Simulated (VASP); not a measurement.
# CaBr (P-6m2) in VASP: further runs, part 3 of 3

VASP 6.6.1.

## 5. Single point, PBE

This run uses another cell than the first one, of 28.84 Å³/atom.

Input file INCAR:

```
SYSTEM = CaBr
ALGO = Normal ; EDIFF = 1E-6
ENCUT = 520 ; GGA = PE
ISIF = 2 ; ISMEAR = -1
LASPH = .TRUE. ; LCHARG = .FALSE.
LREAL = .FALSE. ; LWAVE = .FALSE.
NBANDS = 16 ; NELM = 60
PREC = Accurate ; SIGMA = 0.05
```

Input file KPOINTS:

```
k-points
0
G
  9 9 7
  0 0 0
```

Input file POSCAR:

```
CaBr
1.0
    3.9170223800      0.0000000000      0.0000000000
   -1.9585111900      3.3922408900      0.0000000000
    0.0000000000      0.0000000000      4.3410340000
Ca Br
1 1
Direct
    0.0000000000      0.0000000000      0.0000000000
    0.3333333333      0.6666666667      0.5000000000
```

Potentials or basis: VASP PAW PBE potentials, release 64 (Ca_sv, Br).

Started as:

```
> cat potpaw_PBE.64/Ca_sv/POTCAR potpaw_PBE.64/Br/POTCAR > POTCAR
> mpirun -np 1 vasp_std > vasp.out
```

OUTCAR:

```text
SYSTEM = CaBr
   EDIFF = 1E-6
   ENCUT = 520
   GGA = PE
   ISIF = 2
   ISMEAR = -1
   LASPH = .TRUE.
   LREAL = .FALSE.
   NELM = 60
   PREC = Accurate

 ion  position               nearest neighbor table
   1  0.000  0.000  0.000-
   2  0.333  0.667  0.500-

  LATTYP: Found a hexagonal cell.
 ALAT       =     3.9170223800
 C/A-ratio  =     1.1082484548

  Lattice vectors:

 A1 = (   3.9170223800,   0.0000000000,   0.0000000000)
 A2 = (  -1.9585111900,   3.3922408900,   0.0000000000)
 A3 = (   0.0000000000,   0.0000000000,   4.3410340000)

Analysis of symmetry for initial positions (statically):
=====================================================================
 Subroutine PRICEL returns:
 Original cell was already a primitive cell.

 Routine SETGRP: Setting up the symmetry group for a
 hexagonal supercell.

 Subroutine GETGRP returns: Found 12 space group operations
 (whereof 12 operations were pure point group operations)
 out of a pool of 24 trial point group operations.

The static configuration has the point symmetry D_3h.

Analysis of symmetry for dynamics (positions and initial velocities):
=====================================================================
 Subroutine PRICEL returns:
 Original cell was already a primitive cell.

 Routine SETGRP: Setting up the symmetry group for a
 hexagonal supercell.

 Subroutine GETGRP returns: Found 12 space group operations
 (whereof 12 operations were pure point group operations)
 out of a pool of 24 trial point group operations.

The dynamic configuration has the point symmetry D_3h.

 Subroutine INISYM returns: Found 12 space group operations
 (whereof 12 operations are pure point group operations),
 and found     1 'primitive' translations

----------------------------------------------------------------------------------------

                                     Primitive cell

  volume of cell :      57.6814

  direct lattice vectors                    reciprocal lattice vectors
     3.917022380  0.000000000  0.000000000     0.255295963  0.147395193  0.000000000
    -1.958511190  3.392240890  0.000000000     0.000000000  0.294790386  0.000000000
     0.000000000  0.000000000  4.341034000     0.000000000  0.000000000  0.230359864

  length of vectors
     3.917022380  3.917022381  4.341034000     0.294790386  0.294790386  0.230359864

  position of ions in fractional coordinates (direct lattice)
     0.000000000  0.000000000  0.000000000
     0.333333333  0.666666667  0.500000000

  ion indices of the primitive-cell ions
   primitive index   ion index
                 1           1
                 2           2

----------------------------------------------------------------------------------------

 KPOINTS: k-points

Automatic generation of k-mesh.
 Grid dimensions read from file:
 generate k-points for:    9    9    7

 Generating k-lattice:

  Cartesian coordinates                     Fractional coordinates (reciprocal lattice)
     0.028366218  0.016377244  0.000000000     0.111111111 -0.000000000  0.000000000
     0.000000000  0.032754487  0.000000000     0.000000000  0.111111111  0.000000000
     0.000000000  0.000000000  0.032908552     0.000000000  0.000000000  0.142857143

  Length of vectors
     0.032754487  0.032754487  0.032908552

  Shift w.r.t. Gamma in fractional coordinates (k-lattice)
     0.000000000  0.000000000  0.000000000

 Subroutine IBZKPT returns following result:
 ===========================================

 Found     48 irreducible k-points:

 Following reciprocal coordinates:
            Coordinates               Weight
  0.000000  0.000000  0.000000      1.000000
  0.111111  0.000000  0.000000      6.000000
  0.222222  0.000000  0.000000      6.000000
  0.333333  0.000000  0.000000      6.000000
  0.444444  0.000000  0.000000      6.000000
  0.111111  0.111111  0.000000      6.000000
[... 16 lines left out ...]
  0.333333  0.222222  0.142857     24.000000
  0.333333  0.333333  0.142857      4.000000
 [... further k-points ...]
   k-points           NKPTS =     48   k-points in BZ     NKDIM =     48   number of bands    NBANDS=     16
   number of dos      NEDOS =    301   number of ions     NIONS =      2
   total plane-waves  NPLWV =  28800
   dimension x,y,z NGX =    30 NGY =   30 NGZ =   32
   dimension x,y,z NGXF=    60 NGYF=   60 NGZF=   64
   ions per type =               1   1
   NGX,Y,Z   is equivalent  to a cutoff of  12.73, 12.73, 12.25 a.u.
   NGXF,Y,Z  is equivalent  to a cutoff of  25.47, 25.47, 24.51 a.u.
 SYSTEM =  CaBr
   PREC   = accura    normal or accurate (medium, high low for compatibility)
   ISTART =      0    job   : 0-new  1-cont  2-samecut
   ICHARG =      2    charge: 1-file 2-atom 10-const
   ISPIN  =      1    spin polarized calculation?
   LNONCOLLINEAR =      F non collinear calculations
   LSORBIT =      F    spin-orbit coupling
   LASPH  =      T    aspherical Exc in radial PAW
   ENCUT  =  520.0 eV  38.22 Ry    6.18 a.u.   7.28  7.28  8.07*2*pi/ulx,y,z
   NELM   =     60;   NELMIN=  2; NELMDL= -5     # of ELM steps
   EDIFF  = 0.1E-05   stopping-criterion for ELM
   LREAL  =      F    real-space projection
   EDIFFG = 0.1E-04   stopping-criterion for IOM
   NSW    =      0    number of steps for IOM
   IBRION =     -1    ionic relax: 0-MD 1-quasi-New 2-CG
   NFREE  =      0    steps in history (QN), initial steepest desc. (CG)
   ISIF   =      2    stress and relaxation
   ISYM   =      2    0-nonsym 1-usesym 2-fastsym
   POTIM  = 0.5000    time-step for ionic-motion
   TEBEG  =    0.0;   TEEND  =   0.0 temperature during run
   PSTRESS=    0.0 pullay stress
   NELECT =      17.0000    total number of electrons
   NUPDOWN=      -1.0000    fix difference up-down
   EMIN   =  10.00;   EMAX   =-10.00  energy-range for DOS
   EFERMI =   0.00;   METHOD = LEGACY
   ISMEAR =    -1;   SIGMA  =   0.05  broadening in eV -4-tet -1-fermi 0-gaus
   EFERMI_NEDOS =   21; number of points for ismear=-14 and -15
   IALGO  =     38    algorithm
   IMIX   =      4    mixing-type and parameters
     AMIX     =   0.40;   BMIX     =  1.00
     AMIX_MAG =   1.60;   BMIX_MAG =  1.00
  volume/ion in A,a.u.               =      28.84       194.63
  Fermi-wavevector in a.u.,A,eV,Ry     =   1.089463  2.058787 16.149159  1.186930
  Thomas-Fermi vector in A             =   2.225667
   LORBIT       =      0    0 simple, 1 ext, 2 COOP (PROOUT), +10 PAW based schemes
   GGA     = PE    functional components
   LHFCALC =     F    Hartree Fock is set to
   AEXX    =    0.0000 exact exchange contribution
   IVDW    =     0    specifies the selected vdW correction
   LEPSILON=     F    determine dielectric tensor
   LRPA    =     F    only Hartree local field effects (RPA)
 non-spin polarized calculation
  energy-cutoff  :      520.00
  volume of cell :       57.68
 maximum number of plane-waves:      1576
 NGX is ok and might be reduce to    30
   NGX = 15   NGY = 15   NGZ = 17

 number of electron      16.9999998 magnetization

 Free energy of the ion-electron system (eV)
  ---------------------------------------------------
  ext. energy  EPLUGINS =         0.00000000
  ---------------------------------------------------
  free energy    TOTEN  =        -6.04263586 eV

  energy without entropy =       -6.01457914  energy(sigma->0) =       -6.02860750

 E-fermi :   4.6731     XC(G=0):  -8.8079

 val. band max:        4.6658531187   @ k =   0.1111   0.1111   0.2857
 cond. band min:       4.6845473678   @ k =   0.2222   0.1111   0.4286
 fundamental gap:      0.0186942491
 Fermi energy:         4.6730962476

 k-point     1 :       0.0000    0.0000    0.0000
  band No.  band energies     occupation
      1     -37.7282      2.00000
      2     -18.7974      2.00000
      3     -18.6773      2.00000
      4     -18.6773      2.00000
      5     -12.9618      2.00000
      6      -0.9008      2.00000
[... 8 lines left out ...]
     15      10.6327      0.00000
     16      11.2563      0.00000
[... 419 lines left out ...]
 k-point    24 :       0.3333    0.3333    0.1429
  band No.  band energies     occupation
      1     -37.7171      2.00000
      2     -18.7809      2.00000
      3     -18.7743      2.00000
      4     -18.7549      2.00000
      5     -12.5445      2.00000
      6      -1.6357      2.00000
[... 8 lines left out ...]
     15      10.2252      0.00000
     16      10.2935      0.00000

 [... further k-points ...]

------------------------ aborting loop because EDIFF is reached ----------------------------------------

  FORCE on cell =-STRESS in cart. coord.  units (eV):
  Direction    XX          YY          ZZ          XY          YZ          ZX
  --------------------------------------------------------------------------------------
  -------------------------------------------------------------------------------------
  Total        0.0712056      0.0712056      0.3082592      0.0000000      0.0000000      0.0000000
  in kB        1.9778292      1.9778292      8.5623040      0.0000000      0.0000000      0.0000000
  external PRESSURE =       4.1726541 kB  Pullay stress =       0.0000000 kB

 VOLUME and BASIS-vectors are now :
 -----------------------------------------------------------------------------
  energy-cutoff  :      520.00
  volume of cell :       57.68
      direct lattice vectors                 reciprocal lattice vectors
     3.917022380  0.000000000  0.000000000     0.255295963  0.147395193  0.000000000
    -1.958511190  3.392240890  0.000000000     0.000000000  0.294790386  0.000000000
     0.000000000  0.000000000  4.341034000     0.000000000  0.000000000  0.230359864

 POSITION                                       TOTAL-FORCE (eV/Angst)
 -----------------------------------------------------------------------------------
      0.00000      0.00000      0.00000         0.000000      0.000000      0.000000
     -0.00000      2.26149      2.17052        -0.000000     -0.000000      0.000000
 -----------------------------------------------------------------------------------
    total drift:                                0.000000     -0.000000     -0.000000

  FREE ENERGIE OF THE ION-ELECTRON SYSTEM (eV)
  ---------------------------------------------------
  free  energy   TOTEN  =        -6.0426358594 eV

  energy  without entropy=       -6.0145791438  energy(sigma->0) =       -6.02860750
```

Wall time 50 s (1 thread of Intel Xeon 8259CL, shared host); peak memory 0.2 GiB.

Results:

| Item | Value |
| --- | --- |
| Free energy | -6.0426 eV |
| Pressure | 0.4 GPa |
| Band gap on the k mesh | zero (an odd number of electrons rules out a gap without spin polarisation) |

Caveat: an odd number of electrons without spin polarisation forces a metal; a magnetic or distorted state may lie lower.

## 6. Summary

| cell | gap on the mesh (eV) | pressure (GPa) |
| --- | --- | --- |
| a = 3.754, b = 3.754, c = 4.160 Å, angles 90.0, 90.0, 120.0°, 2 atoms | none | 4.2 |
| a = 3.810, b = 3.810, c = 4.222 Å, angles 90.0, 90.0, 120.0°, 2 atoms | none | 2.6 |
| a = 3.864, b = 3.864, c = 4.282 Å, angles 90.0, 90.0, 120.0°, 2 atoms | none | 1.4 |
| a = 3.917, b = 3.917, c = 4.341 Å, angles 90.0, 90.0, 120.0°, 2 atoms | none | 0.4 |

Alike in all rows: task single point; level PBE; potentials or basis VASP PAW PBE potentials, release 64 (Ca_sv, Br); no spin polarisation; k mesh 9 × 9 × 7; cutoff (eV) 520; smearing fermi-dirac 0.05 eV.

Caveats: an odd number of electrons without spin polarisation forces a metal; a magnetic or distorted state may lie lower; the cell stands under pressure (at least some runs).

Absolute energies hang on the potentials; compare differences alone.
